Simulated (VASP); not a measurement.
# ReOs (P-6m2) in VASP: electric field gradients with LDA

Aim: the electric field gradients of ReOs with LDA.

All numbers are computed with VASP 6.6.1; they aren't measurements. Logs are shortened: lines on timing, memory, paths and dates and some standing lists are left out, and cuts for length are marked.

## 1. The cell of the first run

It takes space group P-6m2 (No. 187, hexagonal). The conventional cell has a = 2.757 Å, b = 2.757 Å, c = 4.382 Å, α = 90.00°, β = 90.00°, γ = 120.00°. Within 3.6 Å of Re (site symmetry -6m2) lie 6 Os at 2.71 Å and 6 Re at 2.76 Å. Within 3.6 Å of Os (site symmetry -6m2) lie 6 Re at 2.71 Å and 6 Os at 2.76 Å.

## 2. Electric field gradients, LDA

Input file INCAR:

```
SYSTEM = ReOs
  PREC = Accurate
  ENCUT = 520
  EDIFF = 1E-8
  ISMEAR = -1
  SIGMA = 0.05
  LREAL = .FALSE.
  LASPH = .TRUE.
  NELM = 100
  ALGO = Normal
  ISIF = 2
  LWAVE = .FALSE.
  LCHARG = .FALSE.
  LEFG = .TRUE.
  NBANDS = 14
```

Input file KPOINTS:

```
Automatic mesh
0
G
  12 12 7
  0 0 0
```

Input file POSCAR:

```
ReOs
1.0
    2.7573303527      0.0000000000      0.0000000000
   -1.3786651764      2.3879181321      0.0000000000
    0.0000000000      0.0000000000      4.3824281800
Re Os
1 1
Direct
    0.6666666667      0.3333333333      0.5000000000
    0.0000000000      0.0000000000      0.0000000000
```

Potentials or basis: VASP PAW LDA potentials, release 64 (Re, Os).

Command:

```
$ cat potpaw_LDA.64/Re/POTCAR potpaw_LDA.64/Os/POTCAR > POTCAR
$ mpirun -np 1 vasp_std > vasp.out
```

OUTCAR:

```text
SYSTEM = ReOs
   PREC = Accurate
   ENCUT = 520
   EDIFF = 1E-8
   ISMEAR = -1
   LREAL = .FALSE.
   LASPH = .TRUE.
   NELM = 100
   ISIF = 2

 ion  position               nearest neighbor table
   1  0.667  0.333  0.500-   2 2.71   2 2.71   2 2.71   2 2.71   2 2.71   2 2.71
   2  0.000  0.000  0.000-   1 2.71   1 2.71   1 2.71   1 2.71   1 2.71   1 2.71

  LATTYP: Found a hexagonal cell.
 ALAT       =     2.7573303527
 C/A-ratio  =     1.5893736402

  Lattice vectors:

 A1 = (   2.7573303527,   0.0000000000,   0.0000000000)
 A2 = (  -1.3786651764,   2.3879181321,   0.0000000000)
 A3 = (   0.0000000000,   0.0000000000,   4.3824281800)

Analysis of symmetry for initial positions (statically):
=====================================================================
 Subroutine PRICEL returns:
 Original cell was already a primitive cell.

 Routine SETGRP: Setting up the symmetry group for a
 hexagonal supercell.

 Subroutine GETGRP returns: Found 12 space group operations
 (whereof 12 operations were pure point group operations)
 out of a pool of 24 trial point group operations.

The static configuration has the point symmetry D_3h.

Analysis of symmetry for dynamics (positions and initial velocities):
=====================================================================
 Subroutine PRICEL returns:
 Original cell was already a primitive cell.

 Routine SETGRP: Setting up the symmetry group for a
 hexagonal supercell.

 Subroutine GETGRP returns: Found 12 space group operations
 (whereof 12 operations were pure point group operations)
 out of a pool of 24 trial point group operations.

The dynamic configuration has the point symmetry D_3h.

 Subroutine INISYM returns: Found 12 space group operations
 (whereof 12 operations are pure point group operations),
 and found     1 'primitive' translations

----------------------------------------------------------------------------------------

                                     Primitive cell

  volume of cell :      28.8551

  direct lattice vectors                    reciprocal lattice vectors
     2.757330353  0.000000000  0.000000000     0.362669638  0.209387413  0.000000000
    -1.378665176  2.387918132  0.000000000     0.000000000  0.418774826  0.000000000
     0.000000000  0.000000000  4.382428180     0.000000000  0.000000000  0.228184002

  length of vectors
     2.757330353  2.757330353  4.382428180     0.418774826  0.418774826  0.228184002

  position of ions in fractional coordinates (direct lattice)
     0.666666667  0.333333333  0.500000000
     0.000000000  0.000000000  0.000000000

  ion indices of the primitive-cell ions
   primitive index   ion index
                 1           1
                 2           2

----------------------------------------------------------------------------------------

 KPOINTS: Automatic mesh

Automatic generation of k-mesh.
 Grid dimensions read from file:
 generate k-points for:   12   12    7

 Generating k-lattice:

  Cartesian coordinates                     Fractional coordinates (reciprocal lattice)
     0.030222470  0.017448951  0.000000000     0.083333333  0.000000000  0.000000000
     0.000000000  0.034897902  0.000000000     0.000000000  0.083333333  0.000000000
     0.000000000  0.000000000  0.032597715     0.000000000  0.000000000  0.142857143

  Length of vectors
     0.034897902  0.034897902  0.032597715

  Shift w.r.t. Gamma in fractional coordinates (k-lattice)
     0.000000000  0.000000000  0.000000000

 Subroutine IBZKPT returns following result:
 ===========================================

 Found     76 irreducible k-points:

 Following reciprocal coordinates:
            Coordinates               Weight
  0.000000  0.000000  0.000000      1.000000
  0.083333  0.000000  0.000000      6.000000
  0.166667  0.000000  0.000000      6.000000
  0.250000  0.000000  0.000000      6.000000
  0.333333  0.000000  0.000000      6.000000
  0.416667  0.000000  0.000000      6.000000
[... 16 lines left out ...]
  0.250000  0.000000  0.142857     12.000000
  0.333333  0.000000  0.142857     12.000000
 [... further k-points ...]
   k-points           NKPTS =     76   k-points in BZ     NKDIM =     76   number of bands    NBANDS=     14
   number of dos      NEDOS =    301   number of ions     NIONS =      2
   total plane-waves  NPLWV =  20736
   dimension x,y,z NGX =    24 NGY =   24 NGZ =   36
   dimension x,y,z NGXF=    48 NGYF=   48 NGZF=   72
   ions per type =               1   1
   NGX,Y,Z   is equivalent  to a cutoff of  14.47, 14.47, 13.66 a.u.
   NGXF,Y,Z  is equivalent  to a cutoff of  28.94, 28.94, 27.31 a.u.
 SYSTEM =  ReOs
   PREC   = accura    normal or accurate (medium, high low for compatibility)
   ISTART =      0    job   : 0-new  1-cont  2-samecut
   ICHARG =      2    charge: 1-file 2-atom 10-const
   ISPIN  =      1    spin polarized calculation?
   LNONCOLLINEAR =      F non collinear calculations
   LSORBIT =      F    spin-orbit coupling
   LASPH  =      T    aspherical Exc in radial PAW
   ENCUT  =  520.0 eV  38.22 Ry    6.18 a.u.   5.13  5.13  8.15*2*pi/ulx,y,z
   NELM   =    100;   NELMIN=  2; NELMDL= -5     # of ELM steps
   EDIFF  = 0.1E-07   stopping-criterion for ELM
   LREAL  =      F    real-space projection
   EDIFFG = 0.1E-06   stopping-criterion for IOM
   NSW    =      0    number of steps for IOM
   IBRION =     -1    ionic relax: 0-MD 1-quasi-New 2-CG
   NFREE  =      0    steps in history (QN), initial steepest desc. (CG)
   ISIF   =      2    stress and relaxation
   ISYM   =      2    0-nonsym 1-usesym 2-fastsym
   POTIM  = 0.5000    time-step for ionic-motion
   TEBEG  =    0.0;   TEEND  =   0.0 temperature during run
   PSTRESS=    0.0 pullay stress
   NELECT =      15.0000    total number of electrons
   NUPDOWN=      -1.0000    fix difference up-down
   EMIN   =  10.00;   EMAX   =-10.00  energy-range for DOS
   EFERMI =   0.00;   METHOD = LEGACY
   ISMEAR =    -1;   SIGMA  =   0.05  broadening in eV -4-tet -1-fermi 0-gaus
   EFERMI_NEDOS =   21; number of points for ismear=-14 and -15
   IALGO  =     38    algorithm
   IMIX   =      4    mixing-type and parameters
     AMIX     =   0.40;   BMIX     =  1.00
     AMIX_MAG =   1.60;   BMIX_MAG =  1.00
  volume/ion in A,a.u.               =      14.43        97.36
  Fermi-wavevector in a.u.,A,eV,Ry     =   1.316328  2.487500 23.575091  1.732720
  Thomas-Fermi vector in A             =   2.446448
   LORBIT       =      0    0 simple, 1 ext, 2 COOP (PROOUT), +10 PAW based schemes
   GGA     = CA    functional components
   LHFCALC =     F    Hartree Fock is set to
   AEXX    =    0.0000 exact exchange contribution
   IVDW    =     0    specifies the selected vdW correction
   LEPSILON=     F    determine dielectric tensor
   LRPA    =     F    only Hartree local field effects (RPA)
 non-spin polarized calculation
  energy-cutoff  :      520.00
  volume of cell :       28.86
 maximum number of plane-waves:       787
 NGX is ok and might be reduce to    24
   NGX = 11   NGY = 11   NGZ = 17

 number of electron      15.0000000 magnetization

 Free energy of the ion-electron system (eV)
  ---------------------------------------------------
  ext. energy  EPLUGINS =         0.00000000
  ---------------------------------------------------
  free energy    TOTEN  =       -26.57336341 eV

  energy without entropy =      -26.56399336  energy(sigma->0) =      -26.56867838

 E-fermi :   8.4882     XC(G=0): -13.9780

 val. band max:        8.4105536746   @ k =   0.3333   0.1667   0.4286
 cond. band min:       8.5043442975   @ k =   0.2500   0.0000   0.0000
 fundamental gap:      0.0937906229
 Fermi energy:         8.4881546092

 k-point     1 :       0.0000    0.0000    0.0000
  band No.  band energies     occupation
      1      -1.7561      2.00000
      2       1.3915      2.00000
      3       6.0158      2.00000
      4       6.0158      2.00000
      5       6.3887      2.00000
      6       7.2316      2.00000
      7       7.2316      2.00000
      8       7.6821      2.00000
      9       7.6821      2.00000
     10       9.0284      0.00004
     11      11.1234      0.00000
     12      11.1234      0.00000
     13      18.0810      0.00000
     14      22.6628      0.00000
[... 377 lines left out ...]
      1       1.3940      2.00000
      2       2.5997      2.00000
      3       3.7281      2.00000
      4       4.9042      2.00000
      5       6.2527      2.00000
      6       6.3344      2.00000
      7       7.3228      2.00000
      8       9.2761      0.00000
      9       9.9355      0.00000
     10      10.4902      0.00000
     11      11.8255      0.00000
     12      16.0345      0.00000
     13      18.7630      0.00000
     14      21.4134      0.00000

 [... further k-points ...]

------------------------ aborting loop because EDIFF is reached ----------------------------------------

  FORCE on cell =-STRESS in cart. coord.  units (eV):
  Direction    XX          YY          ZZ          XY          YZ          ZX
  --------------------------------------------------------------------------------------
  -------------------------------------------------------------------------------------
  Total       -2.0685917     -2.0685917     -2.2584346      0.0000000      0.0000000      0.0000000
  in kB     -114.8582847   -114.8582847   -125.3992835      0.0000000      0.0000000      0.0000000
  external PRESSURE =    -118.3719510 kB  Pullay stress =       0.0000000 kB

 VOLUME and BASIS-vectors are now :
 -----------------------------------------------------------------------------
  energy-cutoff  :      520.00
  volume of cell :       28.86
      direct lattice vectors                 reciprocal lattice vectors
     2.757330353  0.000000000  0.000000000     0.362669638  0.209387413  0.000000000
    -1.378665176  2.387918132  0.000000000     0.000000000  0.418774826  0.000000000
     0.000000000  0.000000000  4.382428180     0.000000000  0.000000000  0.228184002

 POSITION                                       TOTAL-FORCE (eV/Angst)
 -----------------------------------------------------------------------------------
      1.37867      0.79597      2.19121         0.000000      0.000000      0.000000
      0.00000      0.00000      0.00000         0.000000     -0.000000      0.000000
 -----------------------------------------------------------------------------------
    total drift:                               -0.000000      0.000000      0.000000

  FREE ENERGIE OF THE ION-ELECTRON SYSTEM (eV)
  ---------------------------------------------------
  free  energy   TOTEN  =       -26.5733634083 eV

  energy  without entropy=      -26.5639933569  energy(sigma->0) =      -26.56867838

 Electric field gradients (V/A^2)
---------------------------------------------------------------------
 ion       V_xx      V_yy      V_zz      V_xy      V_xz      V_yz
---------------------------------------------------------------------
   1      29.696    29.696   -59.393    -0.000     0.000    -0.000
   2      72.224    72.224  -144.449     0.000    -0.000     0.000
---------------------------------------------------------------------

 Electric field gradients after diagonalization (V/A^2)
 (convention: |V_zz| > |V_xx| > |V_yy|)
----------------------------------------------------------------------
 ion       V_xx      V_yy      V_zz     asymmetry (V_yy - V_xx)/ V_zz
----------------------------------------------------------------------
   1      29.696    29.696   -59.393       0.000
   2      72.224    72.224  -144.449       0.000
----------------------------------------------------------------------

           NMR quadrupolar parameters

 Cq : quadrupolar parameter    Cq=e*Q*V_zz/h
 eta: asymmetry parameters     (V_yy - V_xx)/ V_zz
 Q  : nuclear electric quadrupole moment in mb (millibarn)
----------------------------------------------------------------------
 ion       Cq(MHz)       eta       Q (mb)
----------------------------------------------------------------------
   1      -0.144       0.000       1.000
   2      -0.349       0.000       1.000
----------------------------------------------------------------------
```

Run time: 46 s. Hardware: 1 thread of Intel Xeon 8259CL, shared host; peak memory 0.17 GiB.

Results:

| Item | Value |
| --- | --- |
| Free energy | -26.5734 eV |
| Pressure | -11.8 GPa |
| Band gap on the k mesh | zero (an odd number of electrons rules out a gap without spin polarisation) |
| Largest electric field gradient by atom | Re -59.4; Os -144.4 V/Å² |

Stress tensor (GPa, compression positive):
```
-11.49   0.00   0.00
  0.00 -11.49   0.00
  0.00   0.00 -12.54
```

Levels at points of the mesh, in eV from the Fermi level:
| k point | band 4 | band 5 | band 6 | band 7 | band 8 | band 9 | band 10 | band 11 |
| --- | --- | --- | --- | --- | --- | --- | --- | --- |
| (0.00, 0.00, 0.00) | -2.47 | -2.10 | -1.26 | -1.26 | -0.81 | -0.81 | 0.54 | 2.64 |
| (0.50, 0.00, 0.00) | -2.78 | -2.23 | -1.86 | -1.16 | 2.42 | 3.61 | 4.05 | 5.05 |

Electric field gradients, principal values (V/Å²):
```csv
atom,least,middle,greatest (by size)
1 Re,29.696,29.696,-59.393
2 Os,72.224,72.224,-144.449
```

Caveat: the cell stands under tension; without QUAD_EFG the Cq values of the log hold for a quadrupole moment of 1 mb, not for the nuclei; spin-orbit coupling is left out, which moves the levels of the heavy elements.
